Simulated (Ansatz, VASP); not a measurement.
**TiSi2 in VASP and in Ansatz**

```
CELL_PARAMETERS angstrom
-1.45297 1.68899 4.15516
1.45297 -1.68899 4.15516
1.45297 1.68899 -4.15516
ATOMIC_POSITIONS crystal
Ti 0.00000 0.00000 0.00000
Si 0.67008 0.67008 0.00000
Si 0.32992 0.32992 0.00000
```

Change from the starting cell: volume scaled by 0.96.

Alike in both runs: task single point; functional PBEsol; k mesh 12 × 12 × 12; occupations fermi-dirac, width 0.05 eV; no spin polarisation.

|  | VASP | Ansatz |
| --- | --- | --- |
| version | VASP 6.6.1 | Ansatz 0.2.0 |
| potentials or method | VASP PAW PBE potentials, release 64 (Ti_sv, Si), cutoff 520 eV | all-electron LAPW, scalar-relativistic |

|  | VASP | Ansatz | Ansatz less VASP |
| --- | --- | --- | --- |
| gap on the k mesh at the Fermi level (eV) | none | none | - |
| pressure (GPa) | 2.4 | 2.3 | -0.11 |
| traceless stress, the component that is largest in VASP (GPa) | -0.41 | -0.40 | +0.006 |
| rms of the force components (eV/Å) | 0.019 | 0.018 | -0.0005 |

VASP's potentials were made for PBE, not for PBEsol. Atom by atom the forces differ by 0.000 eV/Å (rms over components). A gap of «none» marks a metal or a gap that the smearing closes. Ansatz ran all-electron here, and VASP with PAW potentials.
